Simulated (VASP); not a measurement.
The system is AlPt.

```
Al Pt
1.0
     4.91627    0.00000    0.00000
     0.00000    4.91627    0.00000
     0.00000    0.00000    4.91627
Al Pt
4 4
Direct
  0.84404 0.84404 0.84404
  0.65596 0.15596 0.34404
  0.34404 0.65596 0.15596
  0.15596 0.34404 0.65596
  0.15488 0.15488 0.15488
  0.34512 0.84512 0.65488
  0.65488 0.34512 0.84512
  0.84512 0.65488 0.34512
```

```yaml
Program: VASP 6.6.1
Task: relaxation of cell and atoms
Functional: LDA
Potentials_or_basis: VASP PAW LDA potentials, release 64 (Al, Pt)
Cutoff: 600 eV
k_mesh: 8 × 8 × 8
Occupations: gaussian, width 0.1 eV
Spin: no spin polarisation
```

At the start: pressure -9.1 GPa; volume 14.85 Å³/atom.

Problem. How do energy, volume and symmetry change on relaxing?

Solution. Over 6 steps the energy falls by 20.5 meV/atom and the volume is 14.16 Å³/atom (-4.6 %); space group P2_13 (No. 198, to 0.05 Å).

The path:
```csv
step,energy change (eV),largest force (eV/Å),pressure (GPa),volume (Å³)
1,0.0000,0.0434,-9.07,118.82
2,0.3136,0.1144,19.63,104.94
3,-0.1633,0.0355,-0.25,113.43
4,-0.1634,0.0352,0.00,113.31
5,-0.1635,0.0239,-0.01,113.31
6,-0.1637,0.0010,0.00,113.31
```

Final structure:
```yaml
crystal:
  lattice:
    - [4.83899, 0.00000, 0.00000]
    - [0.00000, 4.83899, 0.00000]
    - [0.00000, 0.00000, 4.83899]
  atoms:
    - { symbol: Al, position: [0.84407, 0.84407, 0.84407] }
    - { symbol: Al, position: [0.65593, 0.15593, 0.34407] }
    - { symbol: Al, position: [0.34407, 0.65593, 0.15593] }
    - { symbol: Al, position: [0.15593, 0.34407, 0.65593] }
    - { symbol: Pt, position: [0.15426, 0.15426, 0.15426] }
    - { symbol: Pt, position: [0.34574, 0.84574, 0.65426] }
    - { symbol: Pt, position: [0.65426, 0.34574, 0.84574] }
    - { symbol: Pt, position: [0.84574, 0.65426, 0.34574] }
```
